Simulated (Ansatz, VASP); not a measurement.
# Two plane-wave programs on Ta2Si

```
Ta Si
1.0
    -3.08776    3.08776    2.52364
     3.08776   -3.08776    2.52364
     3.08776    3.08776   -2.52364
Ta Si
4 2
Direct
  0.66359 0.83641 0.50000
  0.83641 0.33641 0.17281
  0.33641 0.16359 0.50000
  0.16359 0.66359 0.82719
  0.25000 0.25000 0.00000
  0.75000 0.75000 0.00000
```

Alike in both runs: task single point; functional PBEsol; k mesh 10 × 10 × 10; occupations gaussian, width 0.01 eV; no spin polarisation.

|  | VASP | Ansatz |
| --- | --- | --- |
| version | VASP 6.6.1 | Ansatz 0.2.0 |
| potentials or method | VASP PAW PBE potentials, release 64 (Ta_pv, Si), cutoff 520 eV | scalar-relativistic, plane waves, PAW |
| valence electrons in the cell | 52 | 60 |

|  | VASP | Ansatz | Ansatz less VASP |
| --- | --- | --- | --- |
| gap on the k mesh at the Fermi level (eV) | none | none | - |
| pressure (GPa) | -2.9 | -3.1 | -0.25 |
| traceless stress, the component that is largest in VASP (GPa) | 0.70 | 0.73 | +0.027 |
| rms of the force components (eV/Å) | 0.027 | 0.024 | -0.0032 |

VASP's potentials were made for PBE, not for PBEsol. Atom by atom the forces differ by 0.003 eV/Å (rms over components). A gap of «none» marks a metal or a gap that the smearing closes. VASP's potentials hold 52 valence electrons a cell and Ansatz's 60, so a difference there can come from the potentials and not from the codes.

Spin-orbit coupling is off throughout.
